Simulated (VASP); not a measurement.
Set up this calculation in VASP 6.6.1, as the native input.

```
Task                   : single point
Functional             : LDA
Potentials or basis    : VASP PAW LDA potentials, release 64 (Co, O)
Cutoff                 : 520 eV
k mesh                 : 10 × 10 × 10
Occupations            : fermi-dirac, width 0.05 eV
Spin                   : collinear spin, ferromagnetic start
Starting moments       : [2.0, 0.0] μB
Dipole correction      : no
Further INCAR settings : ALGO = Normal; EDIFF = 1e-06; NBANDS = 18
```

The structure of CoO lies in POSCAR:

```
CoO
1.0
    1.6022198417      0.9250420569      2.5664708903
   -1.6022198417      0.9250420569      2.5664708903
    0.0000000000     -1.8500841138      2.5664708903
Co O
1 1
Direct
    0.9989783200      0.9989783200      0.9989783200
    0.7510210300      0.7510210300      0.7510210300
```

The input as run:

INCAR

```
SYSTEM = CoO
  PREC = Accurate
  ENCUT = 520
  EDIFF = 1E-6
  ISMEAR = -1
  SIGMA = 0.05
  LREAL = .False.
  LASPH = .True.
  NELM = 150
  ALGO = Normal
  ISIF = 2
  LWAVE = .False.
  LCHARG = .False.
  ISPIN = 2
  MAGMOM = 2 0
  LORBIT = 11
  LMAXMIX = 4
  GGA = CA
  NBANDS = 18
```

KPOINTS

```
Automatic mesh
0
Gamma
  10 10 10
  0 0 0
```

Potentials or basis: VASP PAW LDA potentials, release 64 (Co, O).

Launch:

```sh
$ cat potpaw_LDA.64/Co/POTCAR potpaw_LDA.64/O/POTCAR > POTCAR
$ mpirun -np 1 vasp_std > vasp.out
```

It gave:

The pressure is -17.6 GPa, the largest force is 0.196 eV/Å and the net moment is 2.41 μB per cell. The site moments are Co +2.09; O +0.25 μB and the valence electrons inside the program's atomic spheres are Co 8.04; O 4.94.

Caveat: a cell with one magnetic atom can't hold antiferromagnetic order, which such compounds often take.

It took 64 s on 1 thread of Intel(R) Xeon(R) Platinum 8259CL CPU @ 2.50GHz (Skylake/Cascade Lake), on a shared host, peak memory 0.19 GiB.
